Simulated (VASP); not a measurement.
# NbP (F-43m) in VASP: further runs

Runs on NbP. Level: r2SCAN. Tasks: single point.

All numbers are computed with VASP 6.6.1; they aren't measurements. Logs are shortened: lines on timing, memory, paths and dates and some standing lists are left out, and cuts for length are marked.

## 1. The cell of the first run

Symmetry: F-43m, No. 216, cubic system. Conventional cell: a = 5.528 Å, b = 5.528 Å, c = 5.528 Å, α = 90.00°, β = 90.00°, γ = 90.00°. Nb (site symmetry -43m) has 4 P at 2.39 Å within 3.2 Å. P (site symmetry -43m) has 4 Nb at 2.39 Å within 3.2 Å.

## 2. Single point, r2SCAN

The input, POSCAR:

```
NbP
1.0
    0.0000000000      2.7638368698      2.7638368698
    2.7638368698      0.0000000000      2.7638368698
    2.7638368698      2.7638368698      0.0000000000
Nb P
1 1
Direct
    0.0000000000      0.0000000000      0.0000000000
    0.2500000000      0.2500000000      0.2500000000
```

The input, INCAR.step1:

```
SYSTEM = NbP
PREC = Accurate ; ENCUT = 520
ISMEAR = 0 ; SIGMA = 0.1
LREAL = .False. ; LASPH = .True.
NELM = 80 ; NBANDS = 16
GGA = PE ; ALGO = Normal
EDIFF = 1E-4 ; LWAVE = .True.
LCHARG = .False.
```

The input, INCAR.step2:

```
SYSTEM = NbP
PREC = Accurate ; ENCUT = 520
EDIFF = 1E-7 ; ISMEAR = 0
SIGMA = 0.1 ; LREAL = .False.
LASPH = .True. ; NELM = 80
ALGO = Normal ; ISIF = 2
LWAVE = .False. ; LCHARG = .False.
METAGGA = R2SCAN ; LMIXTAU = .True.
NBANDS = 16 ; ISTART = 1
```

The input, KPOINTS:

```
Automatic mesh
0
Gamma
  14 14 14
  0 0 0
```

Potentials or basis: VASP PAW PBE potentials, release 64 (Nb_sv, P).

Started as:

```sh
$ cat potpaw_PBE.64/Nb_sv/POTCAR potpaw_PBE.64/P/POTCAR > POTCAR
$ cp INCAR.step1 INCAR
$ mpirun -np 1 vasp_std > vasp.out
$ cp INCAR.step2 INCAR
$ mpirun -np 1 vasp_std > vasp.out
```

OUTCAR:

```text
SYSTEM = NbP
   PREC = Accurate
   ENCUT = 520
   EDIFF = 1E-7
   ISMEAR = 0
   LREAL = .False.
   LASPH = .True.
   NELM = 80
   ISIF = 2
   METAGGA = R2SCAN
   ISTART = 1

 ion  position               nearest neighbor table
   1  0.000  0.000  0.000-   2 2.39   2 2.39   2 2.39   2 2.39
   2  0.250  0.250  0.250-   1 2.39   1 2.39   1 2.39   1 2.39

  LATTYP: Found a face centered cubic cell.
 ALAT       =     5.5276737396

  Lattice vectors:

 A1 = (   0.0000000000,   2.7638368698,   2.7638368698)
 A2 = (   2.7638368698,   0.0000000000,   2.7638368698)
 A3 = (   2.7638368698,   2.7638368698,   0.0000000000)

Analysis of symmetry for initial positions (statically):
=====================================================================
 Subroutine PRICEL returns:
 Original cell was already a primitive cell.

 Routine SETGRP: Setting up the symmetry group for a
 face centered cubic supercell.

 Subroutine GETGRP returns: Found 24 space group operations
 (whereof 24 operations were pure point group operations)
 out of a pool of 48 trial point group operations.

The static configuration has the point symmetry T_d .

Analysis of symmetry for dynamics (positions and initial velocities):
=====================================================================
 Subroutine PRICEL returns:
 Original cell was already a primitive cell.

 Routine SETGRP: Setting up the symmetry group for a
 face centered cubic supercell.

 Subroutine GETGRP returns: Found 24 space group operations
 (whereof 24 operations were pure point group operations)
 out of a pool of 48 trial point group operations.

The dynamic configuration has the point symmetry T_d .

 Subroutine INISYM returns: Found 24 space group operations
 (whereof 24 operations are pure point group operations),
 and found     1 'primitive' translations

----------------------------------------------------------------------------------------

                                     Primitive cell

  volume of cell :      42.2248

  direct lattice vectors                    reciprocal lattice vectors
     0.000000000  2.763836870  2.763836870    -0.180907927  0.180907927  0.180907927
     2.763836870  0.000000000  2.763836870     0.180907927 -0.180907927  0.180907927
     2.763836870  2.763836870  0.000000000     0.180907927  0.180907927 -0.180907927

  length of vectors
     3.908655585  3.908655585  3.908655585     0.313341722  0.313341722  0.313341722

  position of ions in fractional coordinates (direct lattice)
     0.000000000  0.000000000  0.000000000
     0.250000000  0.250000000  0.250000000

  ion indices of the primitive-cell ions
   primitive index   ion index
                 1           1
                 2           2

----------------------------------------------------------------------------------------

 KPOINTS: Automatic mesh

Automatic generation of k-mesh.
 Grid dimensions read from file:
 generate k-points for:   14   14   14

 Generating k-lattice:

  Cartesian coordinates                     Fractional coordinates (reciprocal lattice)
    -0.012921995  0.012921995  0.012921995     0.071428571  0.000000000  0.000000000
     0.012921995 -0.012921995  0.012921995     0.000000000  0.071428571  0.000000000
     0.012921995  0.012921995 -0.012921995     0.000000000  0.000000000  0.071428571

  Length of vectors
     0.022381552  0.022381552  0.022381552

  Shift w.r.t. Gamma in fractional coordinates (k-lattice)
     0.000000000  0.000000000  0.000000000

 Subroutine IBZKPT returns following result:
 ===========================================

 Found    104 irreducible k-points:

 Following reciprocal coordinates:
            Coordinates               Weight
  0.000000  0.000000  0.000000      1.000000
  0.071429  0.000000  0.000000      8.000000
  0.142857  0.000000  0.000000      8.000000
  0.214286  0.000000  0.000000      8.000000
  0.285714  0.000000  0.000000      8.000000
  0.357143  0.000000  0.000000      8.000000
[... 16 lines left out ...]
  0.214286  0.142857  0.000000     24.000000
  0.285714  0.142857  0.000000     24.000000
 [... further k-points ...]
   k-points           NKPTS =    104   k-points in BZ     NKDIM =    104   number of bands    NBANDS=     16
   number of dos      NEDOS =    301   number of ions     NIONS =      2
   total plane-waves  NPLWV =  27000
   dimension x,y,z NGX =    30 NGY =   30 NGZ =   30
   dimension x,y,z NGXF=    60 NGYF=   60 NGZF=   60
   ions per type =               1   1
   NGX,Y,Z   is equivalent  to a cutoff of  12.76, 12.76, 12.76 a.u.
   NGXF,Y,Z  is equivalent  to a cutoff of  25.52, 25.52, 25.52 a.u.
 SYSTEM =  NbP
   PREC   = accura    normal or accurate (medium, high low for compatibility)
   ISTART =      1    job   : 0-new  1-cont  2-samecut
   ICHARG =      0    charge: 1-file 2-atom 10-const
   ISPIN  =      1    spin polarized calculation?
   LNONCOLLINEAR =      F non collinear calculations
   LSORBIT =      F    spin-orbit coupling
   LASPH  =      T    aspherical Exc in radial PAW
   ENCUT  =  520.0 eV  38.22 Ry    6.18 a.u.   7.27  7.27  7.27*2*pi/ulx,y,z
   NELM   =     80;   NELMIN=  2; NELMDL=  0     # of ELM steps
   EDIFF  = 0.1E-06   stopping-criterion for ELM
   LREAL  =      F    real-space projection
   EDIFFG = 0.1E-05   stopping-criterion for IOM
   NSW    =      0    number of steps for IOM
   IBRION =     -1    ionic relax: 0-MD 1-quasi-New 2-CG
   NFREE  =      0    steps in history (QN), initial steepest desc. (CG)
   ISIF   =      2    stress and relaxation
   ISYM   =      2    0-nonsym 1-usesym 2-fastsym
   POTIM  = 0.5000    time-step for ionic-motion
   TEBEG  =    0.0;   TEEND  =   0.0 temperature during run
   PSTRESS=    0.0 pullay stress
   NELECT =      18.0000    total number of electrons
   NUPDOWN=      -1.0000    fix difference up-down
   EMIN   =  10.00;   EMAX   =-10.00  energy-range for DOS
   EFERMI =   0.00;   METHOD = LEGACY
   ISMEAR =     0;   SIGMA  =   0.10  broadening in eV -4-tet -1-fermi 0-gaus
   EFERMI_NEDOS =   21; number of points for ismear=-14 and -15
   IALGO  =     38    algorithm
   IMIX   =      4    mixing-type and parameters
     AMIX     =   0.40;   BMIX     =  1.00
     AMIX_MAG =   1.60;   BMIX_MAG =  1.00
  volume/ion in A,a.u.               =      21.11       142.47
  Fermi-wavevector in a.u.,A,eV,Ry     =   1.232092  2.328317 20.654345  1.518052
  Thomas-Fermi vector in A             =   2.366876
   LORBIT       =      0    0 simple, 1 ext, 2 COOP (PROOUT), +10 PAW based schemes
   METAGGA = R2SCAN    functional components
   LHFCALC =     F    Hartree Fock is set to
   AEXX    =    0.0000 exact exchange contribution
   IVDW    =     0    specifies the selected vdW correction
   LEPSILON=     F    determine dielectric tensor
   LRPA    =     F    only Hartree local field effects (RPA)
 non-spin polarized calculation
 Gauss-broadening in eV      SIGMA  =   0.10
  energy-cutoff  :      520.00
  volume of cell :       42.22
 maximum number of plane-waves:      1158
 NGX is ok and might be reduce to    30
   NGX = 15   NGY = 15   NGZ = 15

 number of electron      18.0000001 magnetization

 Free energy of the ion-electron system (eV)
  ---------------------------------------------------
  ext. energy  EPLUGINS =         0.00000000
  ---------------------------------------------------
  free energy    TOTEN  =       -34.15711472 eV

  energy without entropy =      -34.14657382  energy(sigma->0) =      -34.15184427

 E-fermi :   7.3851     XC(G=0): -11.0185

 val. band max:        7.3833325422   @ k =  -0.2857   0.3571   0.0714
 cond. band min:       7.3916537514   @ k =   0.2857   0.0000   0.0000
 fundamental gap:      0.0083212092
 Fermi energy:         7.3851002544

 k-point     1 :       0.0000    0.0000    0.0000
  band No.  band energies     occupation
      1     -49.7772      2.00000
      2     -25.1532      2.00000
      3     -25.1532      2.00000
      4     -25.1532      2.00000
      5      -4.8027      2.00000
      6       3.1976      2.00000
[... 8 lines left out ...]
     15      16.5235      0.00000
     16      16.5235      0.00000

 k-point     2 :       0.0714    0.0000    0.0000
  band No.  band energies     occupation
      1     -49.7769      2.00000
      2     -25.1593      2.00000
      3     -25.1541      2.00000
      4     -25.1541      2.00000
      5      -4.7497      2.00000
      6       3.1350      2.00000
[... 8 lines left out ...]
     15      16.2058      0.00000
     16      16.4833      0.00000

 k-point     3 :       0.1429    0.0000    0.0000
  band No.  band energies     occupation
      1     -49.7758      2.00000
      2     -25.1762      2.00000
      3     -25.1566      2.00000
      4     -25.1566      2.00000
      5      -4.5993      2.00000
      6       2.9819      2.00000
[... 8 lines left out ...]
     15      15.5025      0.00000
     16      16.4454      0.00000

 k-point     4 :       0.2143    0.0000    0.0000
  band No.  band energies     occupation
      1     -49.7743      2.00000
      2     -25.2005      2.00000
      3     -25.1601      2.00000
      4     -25.1601      2.00000
      5      -4.3774      2.00000
      6       2.8142      2.00000
[... 8 lines left out ...]
     15      14.9069      0.00000
     16      16.5869      0.00000
[... 324 lines left out ...]
 k-point    22 :       0.1429    0.1429    0.0000
  band No.  band energies     occupation
      1     -49.7754      2.00000
      2     -25.1764      2.00000
      3     -25.1614      2.00000
      4     -25.1614      2.00000
      5      -4.5308      2.00000
      6       2.8425      2.00000
[... 8 lines left out ...]
     15      15.2235      0.00000
     16      16.6168      0.00000

 k-point    23 :       0.2143    0.1429    0.0000
  band No.  band energies     occupation
      1     -49.7742      2.00000
      2     -25.1924      2.00000
      3     -25.1655      2.00000
      4     -25.1647      2.00000
      5      -4.3643      2.00000
      6       2.6974      2.00000
[... 8 lines left out ...]
     15      15.1062      0.00000
     16      16.5377      0.00000

 k-point    24 :       0.2857    0.1429    0.0000
  band No.  band energies     occupation
      1     -49.7728      2.00000
      2     -25.2143      2.00000
      3     -25.1697      2.00000
      4     -25.1688      2.00000
      5      -4.1443      2.00000
      6       2.5956      2.00000
[... 8 lines left out ...]
     15      15.2245      0.00000
     16      16.4099      0.00000

 [... further k-points ...]

------------------------ aborting loop because EDIFF is reached ----------------------------------------

  FORCE on cell =-STRESS in cart. coord.  units (eV):
  Direction    XX          YY          ZZ          XY          YZ          ZX
  --------------------------------------------------------------------------------------
  -------------------------------------------------------------------------------------
  Total        0.6632794      0.6632794      0.6632794      0.0000000     -0.0000000      0.0000000
  in kB       25.1674889     25.1674889     25.1674889      0.0000000     -0.0000000      0.0000000
  external PRESSURE =      25.1674889 kB  Pullay stress =       0.0000000 kB

 VOLUME and BASIS-vectors are now :
 -----------------------------------------------------------------------------
  energy-cutoff  :      520.00
  volume of cell :       42.22
      direct lattice vectors                 reciprocal lattice vectors
     0.000000000  2.763836870  2.763836870    -0.180907927  0.180907927  0.180907927
     2.763836870  0.000000000  2.763836870     0.180907927 -0.180907927  0.180907927
     2.763836870  2.763836870  0.000000000     0.180907927  0.180907927 -0.180907927

 POSITION                                       TOTAL-FORCE (eV/Angst)
 -----------------------------------------------------------------------------------
      0.00000      0.00000      0.00000         0.000000      0.000000     -0.000000
      1.38192      1.38192      1.38192        -0.000000     -0.000000      0.000000
 -----------------------------------------------------------------------------------
    total drift:                                0.000001      0.000001      0.000001

  FREE ENERGIE OF THE ION-ELECTRON SYSTEM (eV)
  ---------------------------------------------------
  free  energy   TOTEN  =       -34.1571147210 eV

  energy  without entropy=      -34.1465738160  energy(sigma->0) =      -34.15184427
```

Wall time 4.2 min (1 thread of Intel Xeon 6975P-C, shared host); peak memory 0.22 GiB.

What came out:

```
Free energy            : -34.1571 eV
Pressure               : 2.5 GPa
Band gap on the k mesh : zero (band 9 reaches 7.96 eV, above the bottom of band 10 at 7.18 eV)
```

Levels at points of the mesh, in eV from the Fermi level:
| k point | band 5 | band 6 | band 7 | band 8 | band 9 | band 10 | band 11 | band 12 | band 13 | band 14 |
| --- | --- | --- | --- | --- | --- | --- | --- | --- | --- | --- |
| (0.00, 0.00, 0.00) | -12.19 | -4.19 | -4.19 | -4.19 | 0.04 | 0.04 | 3.35 | 6.01 | 6.01 | 6.01 |
| (0.50, 0.00, 0.00) | -11.06 | -4.65 | -3.68 | -3.68 | 0.57 | 0.57 | 0.85 | 3.63 | 3.63 | 5.24 |
| (0.50, 0.50, 0.00) | -10.67 | -5.39 | -2.50 | -2.50 | -1.27 | 1.16 | 1.30 | 1.68 | 1.68 | 8.43 |

Caveat: the PAW data sets were made with another functional, which shifts forces and pressure a little.

## 3. Single point, r2SCAN, collinear spin, ferromagnetic start

POSCAR is that of step 2.

The input, INCAR.step1:

```
ALGO = Normal
EDIFF = 1E-4
ENCUT = 520
GGA = PE
ISMEAR = 0
ISPIN = 2
LASPH = T
LCHARG = F
LMAXMIX = 4
LREAL = F
LWAVE = T
MAGMOM = 2.5 0
NBANDS = 20
NELM = 150
PREC = Accurate
SIGMA = 0.1
```

The input, INCAR.step2:

```
ALGO = Normal
EDIFF = 1E-6
ENCUT = 520
ISIF = 2
ISMEAR = 0
ISPIN = 2
ISTART = 1
LASPH = T
LCHARG = F
LMAXMIX = 4
LMIXTAU = T
LORBIT = 11
LREAL = F
LWAVE = F
MAGMOM = 2.5 0
METAGGA = R2SCAN
NBANDS = 20
NELM = 150
PREC = Accurate
SIGMA = 0.1
```

The input, KPOINTS:

```
k-points
0
Gamma
  14 14 14
```

Potentials or basis: VASP PAW PBE potentials, release 64 (Nb_sv, P).

Started as:

```sh
$ cat potpaw_PBE.64/Nb_sv/POTCAR potpaw_PBE.64/P/POTCAR > POTCAR
$ cp INCAR.step1 INCAR
$ mpirun -np 1 vasp_std > vasp.out
$ cp INCAR.step2 INCAR
$ mpirun -np 1 vasp_std > vasp.out
```

It took 10 min on 1 thread of Intel Xeon 6975P-C, shared host; peak memory 0.29 GiB.

It converged, with:

| Quantity | Value |
| --- | --- |
| Free energy | -34.1571 eV |
| Pressure | 2.5 GPa |
| Band gap on the k mesh | zero (filled and empty bands overlap) |
| Net moment | 0.00 μB per cell |
| Valence electrons inside the program's atomic spheres | Nb 10.67; P 2.64 |

Levels at points of the mesh, in eV from the Fermi level:
Spin up:
```
           k point  band 7  band 8  band 9  band 10  band 11  band 12
(0.00, 0.00, 0.00)   -4.19   -4.19    0.04     0.04     3.35     6.01
(0.50, 0.00, 0.00)   -3.68   -3.68    0.57     0.57     0.85     3.63
(0.50, 0.50, 0.00)   -2.50   -2.50   -1.27     1.16     1.30     1.68
```
Spin down:
```
           k point  band 5  band 6  band 7  band 8  band 9  band 10  band 11  band 12  band 13  band 14
(0.00, 0.00, 0.00)  -12.19   -4.19   -4.19   -4.19    0.05     0.05     3.35     6.01     6.01     6.01
(0.50, 0.00, 0.00)  -11.06   -4.65   -3.68   -3.68    0.58     0.58     0.85     3.63     3.63     5.24
(0.50, 0.50, 0.00)  -10.67   -5.39   -2.50   -2.50   -1.27     1.16     1.31     1.68     1.68     8.43
```

Caveat: the PAW data sets were made with another functional, which shifts forces and pressure a little.
